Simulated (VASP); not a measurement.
# Cr (Im-3m) in VASP: further runs

Cr is run at these levels: PBEsol, revPBE+D3(BJ), PBE+D3(BJ), BLYP; tasks: single point.

All numbers are computed with VASP 6.6.1; they aren't measurements. Logs are shortened: lines on timing, memory, paths and dates and some standing lists are left out, and cuts for length are marked.

### 1 The cell of the first run

Symmetry: Im-3m, No. 229, cubic system. The conventional cell has a = 2.929 Å, b = 2.929 Å, c = 2.929 Å, α = 90.00°, β = 90.00°, γ = 90.00°. Within 3.3 Å of Cr (site symmetry m-3m) lie 14 Cr at 2.54 to 2.93 Å.

### 2 Single point, PBEsol, collinear spin, ferromagnetic start (12.56 Å³/atom)

INCAR reads:

```
SYSTEM = Cr
ALGO = Normal
EDIFF = 1E-7
ENCUT = 520
GGA = PS
ISIF = 2
ISMEAR = -1
ISPIN = 2
LASPH = .TRUE.
LCHARG = .TRUE.
LELF = .TRUE.
LMAXMIX = 4
LORBIT = 11
LREAL = .FALSE.
LVHAR = .TRUE.
LWAVE = .FALSE.
MAGMOM = 3
NBANDS = 16
NELM = 150
PREC = Accurate
SIGMA = 0.05
```

KPOINTS reads:

```
k-points
0
G
  12 12 12
  0 0 0
```

POSCAR reads:

```
Cr
1.0
   -1.4643870875      1.4643870875      1.4643870875
    1.4643870875     -1.4643870875      1.4643870875
    1.4643870875      1.4643870875     -1.4643870875
Cr
1
Direct
    0.0000000000      0.0000000000      0.0000000000
```

Potentials or basis: VASP PAW PBE potentials, release 64 (Cr_pv).

Command:

```bash
> cat potpaw_PBE.64/Cr_pv/POTCAR > POTCAR
> mpirun -np 1 vasp_std > vasp.out
```

OUTCAR:

```text
SYSTEM = Cr
   EDIFF = 1E-7
   ENCUT = 520
   GGA = PS
   ISIF = 2
   ISMEAR = -1
   ISPIN = 2
   LASPH = .TRUE.
   LORBIT = 11
   LREAL = .FALSE.
   NELM = 150
   PREC = Accurate

 ion  position               nearest neighbor table
   1  0.000  0.000  0.000-

  LATTYP: Found a body centered cubic cell.
 ALAT       =     2.9287741750

  Lattice vectors:

 A1 = (  -1.4643870875,   1.4643870875,   1.4643870875)
 A2 = (   1.4643870875,  -1.4643870875,   1.4643870875)
 A3 = (   1.4643870875,   1.4643870875,  -1.4643870875)

Analysis of symmetry for initial positions (statically):
=====================================================================
 Subroutine PRICEL returns:
 Original cell was already a primitive cell.

 Routine SETGRP: Setting up the symmetry group for a
 body centered cubic supercell.

 Subroutine GETGRP returns: Found 48 space group operations
 (whereof 48 operations were pure point group operations)
 out of a pool of 48 trial point group operations.

The static configuration has the point symmetry O_h .

Analysis of symmetry for dynamics (positions and initial velocities):
=====================================================================
 Subroutine PRICEL returns:
 Original cell was already a primitive cell.

 Routine SETGRP: Setting up the symmetry group for a
 body centered cubic supercell.

 Subroutine GETGRP returns: Found 48 space group operations
 (whereof 48 operations were pure point group operations)
 out of a pool of 48 trial point group operations.

The dynamic configuration has the point symmetry O_h .

Analysis of structural, dynamic, and magnetic symmetry:
=====================================================================
 Subroutine PRICEL returns:
 Original cell was already a primitive cell.

 Routine SETGRP: Setting up the symmetry group for a
 body centered cubic supercell.

 Subroutine GETGRP returns: Found 48 space group operations
 (whereof 48 operations were pure point group operations)
 out of a pool of 48 trial point group operations.

The overall configuration has the point symmetry O_h .

 Subroutine INISYM returns: Found 48 space group operations
 (whereof 48 operations are pure point group operations),
 and found     1 'primitive' translations

----------------------------------------------------------------------------------------

                                     Primitive cell

  volume of cell :      12.5611

  direct lattice vectors                    reciprocal lattice vectors
    -1.464387088  1.464387088  1.464387088     0.000000000  0.341439777  0.341439777
     1.464387088 -1.464387088  1.464387088     0.341439777  0.000000000  0.341439777
     1.464387088  1.464387088 -1.464387088     0.341439777  0.341439777  0.000000000

  length of vectors
     2.536392837  2.536392837  2.536392837     0.482868763  0.482868763  0.482868763

  position of ions in fractional coordinates (direct lattice)
     0.000000000  0.000000000  0.000000000

  ion indices of the primitive-cell ions
   primitive index   ion index
                 1           1

----------------------------------------------------------------------------------------

 KPOINTS: k-points

Automatic generation of k-mesh.
 Grid dimensions read from file:
 generate k-points for:   12   12   12

 Generating k-lattice:

  Cartesian coordinates                     Fractional coordinates (reciprocal lattice)
     0.000000000  0.028453315  0.028453315     0.083333333  0.000000000  0.000000000
     0.028453315  0.000000000  0.028453315     0.000000000  0.083333333  0.000000000
     0.028453315  0.028453315  0.000000000     0.000000000  0.000000000  0.083333333

  Length of vectors
     0.040239064  0.040239064  0.040239064

  Shift w.r.t. Gamma in fractional coordinates (k-lattice)
     0.000000000  0.000000000  0.000000000

 Subroutine IBZKPT returns following result:
 ===========================================

 Found     72 irreducible k-points:

 Following reciprocal coordinates:
            Coordinates               Weight
  0.000000  0.000000  0.000000      1.000000
  0.083333  0.000000  0.000000     12.000000
  0.166667  0.000000  0.000000     12.000000
  0.250000  0.000000  0.000000     12.000000
  0.333333  0.000000  0.000000     12.000000
  0.416667  0.000000  0.000000     12.000000
[... 16 lines left out ...]
  0.333333  0.083333  0.083333     24.000000
  0.416667  0.083333  0.083333     12.000000
 [... further k-points ...]
   k-points           NKPTS =     72   k-points in BZ     NKDIM =     72   number of bands    NBANDS=     16
   number of dos      NEDOS =    301   number of ions     NIONS =      1
   total plane-waves  NPLWV =   8000
   dimension x,y,z NGX =    20 NGY =   20 NGZ =   20
   dimension x,y,z NGXF=    40 NGYF=   40 NGZF=   40
   ions per type =               1
   NGX,Y,Z   is equivalent  to a cutoff of  13.11, 13.11, 13.11 a.u.
   NGXF,Y,Z  is equivalent  to a cutoff of  26.22, 26.22, 26.22 a.u.
 SYSTEM =  Cr
   PREC   = accura    normal or accurate (medium, high low for compatibility)
   ISTART =      0    job   : 0-new  1-cont  2-samecut
   ICHARG =      2    charge: 1-file 2-atom 10-const
   ISPIN  =      2    spin polarized calculation?
   LNONCOLLINEAR =      F non collinear calculations
   LSORBIT =      F    spin-orbit coupling
   LASPH  =      T    aspherical Exc in radial PAW
   ENCUT  =  520.0 eV  38.22 Ry    6.18 a.u.   4.72  4.72  4.72*2*pi/ulx,y,z
   NELM   =    150;   NELMIN=  2; NELMDL= -5     # of ELM steps
   EDIFF  = 0.1E-06   stopping-criterion for ELM
   LREAL  =      F    real-space projection
   EDIFFG = 0.1E-05   stopping-criterion for IOM
   NSW    =      0    number of steps for IOM
   IBRION =     -1    ionic relax: 0-MD 1-quasi-New 2-CG
   NFREE  =      0    steps in history (QN), initial steepest desc. (CG)
   ISIF   =      2    stress and relaxation
   ISYM   =      2    0-nonsym 1-usesym 2-fastsym
   POTIM  = 0.5000    time-step for ionic-motion
   TEBEG  =    0.0;   TEEND  =   0.0 temperature during run
   PSTRESS=    0.0 pullay stress
   NELECT =      12.0000    total number of electrons
   NUPDOWN=      -1.0000    fix difference up-down
   EMIN   =  10.00;   EMAX   =-10.00  energy-range for DOS
   EFERMI =   0.00;   METHOD = LEGACY
   ISMEAR =    -1;   SIGMA  =   0.05  broadening in eV -4-tet -1-fermi 0-gaus
   EFERMI_NEDOS =   21; number of points for ismear=-14 and -15
   IALGO  =     38    algorithm
   IMIX   =      4    mixing-type and parameters
     AMIX     =   0.40;   BMIX     =  1.00
     AMIX_MAG =   1.60;   BMIX_MAG =  1.00
  volume/ion in A,a.u.               =      12.56        84.77
  Fermi-wavevector in a.u.,A,eV,Ry     =   1.612350  3.046900 35.370698  2.599673
  Thomas-Fermi vector in A             =   2.707594
   LORBIT       =     11    0 simple, 1 ext, 2 COOP (PROOUT), +10 PAW based schemes
   GGA     = PS    functional components
   LHFCALC =     F    Hartree Fock is set to
   AEXX    =    0.0000 exact exchange contribution
   IVDW    =     0    specifies the selected vdW correction
   LEPSILON=     F    determine dielectric tensor
   LRPA    =     F    only Hartree local field effects (RPA)
 spin polarized calculation
  energy-cutoff  :      520.00
  volume of cell :       12.56
 maximum number of plane-waves:       370
   NGX =  9   NGY =  9   NGZ =  9

 number of electron      12.0000009 magnetization       0.0000511

 number of electron      12.0000009 magnetization      -0.0000008

 Free energy of the ion-electron system (eV)
  ---------------------------------------------------
  ext. energy  EPLUGINS =         0.00000000
  ---------------------------------------------------
  free energy    TOTEN  =       -10.11423621 eV

  energy without entropy =      -10.10871176  energy(sigma->0) =      -10.11147399

 E-fermi :   9.6424     XC(G=0): -13.3461

 val. band max:        9.5882284189   @ k =   0.1667   0.0000   0.0000
 cond. band min:       9.6849269005   @ k =   0.4167   0.0833   0.0000
 fundamental gap:      0.0966984817
 Fermi energy:         9.6423594472

 spin component 1

 k-point     1 :       0.0000    0.0000    0.0000
  band No.  band energies     occupation
      1     -32.9956      1.00000
      2     -32.9956      1.00000
      3     -32.9956      1.00000
      4       2.1054      1.00000
      5       8.8800      1.00000
      6       8.8800      1.00000
[... 8 lines left out ...]
     15      38.0452      0.00000
     16      41.8445      0.00000

 k-point     2 :       0.0833    0.0000    0.0000
  band No.  band energies     occupation
      1     -33.0450      1.00000
      2     -33.0111      1.00000
      3     -32.9959      1.00000
      4       2.3876      1.00000
      5       8.7770      1.00000
      6       8.8602      1.00000
[... 8 lines left out ...]
     15      38.4888      0.00000
     16      39.2326      0.00000
[... 387 lines left out ...]
      5       7.4963      1.00000
      6       8.9607      1.00000
[... 8 lines left out ...]
     15      39.5126      0.00000
     16      41.2259      0.00000

 k-point    24 :       0.4167    0.0833    0.0833
  band No.  band energies     occupation
      1     -33.6559      1.00000
      2     -33.2536      1.00000
      3     -33.0446      1.00000
      4       6.0578      1.00000
      5       7.4262      1.00000
      6       9.4480      0.97991
[... 8 lines left out ...]
     15      39.6441      0.00000
     16      40.7531      0.00000

 [... further k-points ...]

 spin component 2

 k-point     1 :       0.0000    0.0000    0.0000
  band No.  band energies     occupation
      1     -32.9956      1.00000
      2     -32.9956      1.00000
      3     -32.9956      1.00000
      4       2.1054      1.00000
      5       8.8800      1.00000
      6       8.8800      1.00000
[... 8 lines left out ...]
     15      38.0452      0.00000
     16      41.8445      0.00000

 k-point     2 :       0.0833    0.0000    0.0000
  band No.  band energies     occupation
      1     -33.0450      1.00000
      2     -33.0111      1.00000
      3     -32.9959      1.00000
      4       2.3876      1.00000
      5       8.7770      1.00000
      6       8.8602      1.00000
[... 8 lines left out ...]
     15      38.4888      0.00000
     16      39.2326      0.00000
[... 387 lines left out ...]
      5       7.4963      1.00000
      6       8.9607      1.00000
[... 8 lines left out ...]
     15      39.5126      0.00000
     16      41.2259      0.00000

 k-point    24 :       0.4167    0.0833    0.0833
  band No.  band energies     occupation
      1     -33.6559      1.00000
      2     -33.2536      1.00000
      3     -33.0446      1.00000
      4       6.0578      1.00000
      5       7.4262      1.00000
      6       9.4480      0.97991
[... 8 lines left out ...]
     15      39.6441      0.00000
     16      40.7531      0.00000

 [... further k-points ...]

------------------------ aborting loop because EDIFF is reached ----------------------------------------

  FORCE on cell =-STRESS in cart. coord.  units (eV):
  Direction    XX          YY          ZZ          XY          YZ          ZX
  --------------------------------------------------------------------------------------
  -------------------------------------------------------------------------------------
  Total       -2.0923990     -2.0923990     -2.0923990      0.0000000      0.0000000     -0.0000000
  in kB     -266.8870056   -266.8870056   -266.8870056      0.0000000      0.0000000     -0.0000000
  external PRESSURE =    -266.8870056 kB  Pullay stress =       0.0000000 kB

 VOLUME and BASIS-vectors are now :
 -----------------------------------------------------------------------------
  energy-cutoff  :      520.00
  volume of cell :       12.56
      direct lattice vectors                 reciprocal lattice vectors
    -1.464387088  1.464387088  1.464387088     0.000000000  0.341439777  0.341439777
     1.464387088 -1.464387088  1.464387088     0.341439777  0.000000000  0.341439777
     1.464387088  1.464387088 -1.464387088     0.341439777  0.341439777  0.000000000

 POSITION                                       TOTAL-FORCE (eV/Angst)
 -----------------------------------------------------------------------------------
      0.00000      0.00000      0.00000         0.000000      0.000000     -0.000000
 -----------------------------------------------------------------------------------
    total drift:                                0.000000     -0.000000      0.000000

  FREE ENERGIE OF THE ION-ELECTRON SYSTEM (eV)
  ---------------------------------------------------
  free  energy   TOTEN  =       -10.1142362135 eV

  energy  without entropy=      -10.1087117600  energy(sigma->0) =      -10.11147399

 total charge

# of ion       s       p       d       tot
------------------------------------------
    1        0.402   6.354   4.130  10.886

 magnetization (x)

# of ion       s       p       d       tot
------------------------------------------
    1       -0.000   0.000  -0.000  -0.000
```

Run time: 24 s. Hardware: 1 thread of Intel Xeon Platinum 8259CL at 2.50GHz (Skylake/Cascade Lake), shared host; peak memory 0.15 GiB.

Results:

- Free energy: -10.1142 eV
- Pressure: -26.7 GPa
- Band gap on the k mesh: zero (filled and empty bands overlap)
- Net moment: 0.00 μB per cell
- Valence electrons inside the program's atomic spheres: Cr 10.89

Caveat: the cell stands under tension; an empty level that is flat over the whole mesh can mark a ghost state of the potentials, or a narrow d or f band; the moments typed at the start vanished in this run; the PAW data sets were made with another functional, which shifts forces and pressure a little.

### 3 Single point, PBEsol, collinear spin, ferromagnetic start (12.82 Å³/atom)

This run uses another cell than the first one, of 12.82 Å³/atom.

INCAR reads:

```
ALGO = Normal ; EDIFF = 1E-6
ENCUT = 520 ; GGA = PS
ISIF = 2 ; ISMEAR = -1
ISPIN = 2 ; LASPH = T
LCHARG = T ; LELF = T
LMAXMIX = 4 ; LORBIT = 11
LREAL = F ; LVHAR = T
LWAVE = F ; MAGMOM = 3
NBANDS = 16 ; NELM = 150
PREC = Accurate ; SIGMA = 0.05
```

KPOINTS reads:

```
k-points
0
Gamma
  12 12 12
```

POSCAR reads:

```
Cr
1.0
   -1.4744866279      1.4744866279      1.4744866279
    1.4744866279     -1.4744866279      1.4744866279
    1.4744866279      1.4744866279     -1.4744866279
Cr
1
Direct
    0.0000000000      0.0000000000      0.0000000000
```

Potentials or basis: VASP PAW PBE potentials, release 64 (Cr_pv).

Command:

```bash
> cat potpaw_PBE.64/Cr_pv/POTCAR > POTCAR
> mpirun -np 1 vasp_std > vasp.out
```

Run time: 21 s. Hardware: 1 thread of Intel Xeon Platinum 8259CL at 2.50GHz (Skylake/Cascade Lake), shared host; peak memory 0.14 GiB.

It converged, with:

* Free energy: -10.0681 eV
* Pressure: -30.0 GPa
* Band gap on the k mesh: zero (filled and empty bands overlap)
* Net moment: 0.00 μB per cell
* Valence electrons inside the program's atomic spheres: Cr 10.85

Levels at points of the mesh, in eV from the Fermi level:
Spin up:
| k point | band 2 | band 3 | band 4 | band 5 | band 6 | band 7 | band 8 | band 9 | band 10 | band 11 |
| --- | --- | --- | --- | --- | --- | --- | --- | --- | --- | --- |
| (0.00, 0.00, 0.00) | -42.66 | -42.66 | -7.45 | -0.74 | -0.74 | -0.74 | 1.02 | 1.02 | 7.09 | 21.51 |
| (0.50, 0.00, 0.00) | -42.87 | -42.66 | -3.91 | -2.08 | 0.92 | 1.02 | 1.30 | 2.51 | 7.09 | 8.78 |
| (0.50, 0.50, 0.50) | -43.12 | -43.12 | -3.70 | -3.70 | 2.18 | 2.18 | 2.18 | 7.09 | 9.71 | 9.71 |
Spin down:
```csv
k point,band 4,band 5,band 6,band 7,band 8,band 9
"(0.00, 0.00, 0.00)",-7.45,-0.74,-0.74,-0.74,1.02,1.02
"(0.50, 0.00, 0.00)",-3.91,-2.08,0.92,1.02,1.30,2.51
"(0.50, 0.50, 0.50)",-3.70,-3.70,2.18,2.18,2.18,7.09
```

Caveat: the cell stands under tension; an empty level that is flat over the whole mesh can mark a ghost state of the potentials, or a narrow d or f band; the moments typed at the start vanished in this run; the PAW data sets were made with another functional, which shifts forces and pressure a little.

(Continued in part 2 of 2.)

The gap in the log of VASP goes by the Fermi energy; the results here count the filled bands.